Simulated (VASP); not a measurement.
Input of a VASP 6.6.1 run:

INCAR

```
SYSTEM = Cr
PREC = Accurate
ENCUT = 520
EDIFF = 1E-7
ISMEAR = -1
SIGMA = 0.1
LREAL = .False.
LASPH = .True.
NELM = 100
ALGO = Normal
ISIF = 2
LWAVE = .False.
LCHARG = .False.
GGA = PS
NBANDS = 32
```

Contents of KPOINTS:

```
Automatic mesh
0
Gamma
  16 16 4
  0 0 0
```

The input POSCAR:

```
Cr
1.0
    2.4730684377      0.0000000000      0.0000000000
   -1.2365342188      2.1417400923      0.0000000000
    0.0000000000      0.0000000000      8.6707878933
Cr
4
Direct
    1.0000000000      0.0000000000      0.0000000000
    1.0000000000      0.0000000000      0.5000000000
    0.3333333333      0.6666666667      0.2500000000
    0.6666666667      0.3333333333      0.7500000000
```

Potentials or basis: VASP PAW PBE potentials, release 64 (Cr_pv).

The run is started by

```bash
$ cat potpaw_PBE.64/Cr_pv/POTCAR > POTCAR
$ mpirun -np 1 vasp_std > vasp.out
```

Task: Estimate the pressure.

Result: -0.5 GPa.

Task: Predict the band gap on the k mesh.

Result: Zero (band 24 reaches 11.67 eV, above the bottom of band 25 at 10.41 eV).

Caveat: the PAW data sets were made with another functional, which shifts forces and pressure a little; the run has no spin polarisation, though such a crystal can be magnetic. Spin polarisation is off, so any magnetic state and its effect on volume and gap are missing.
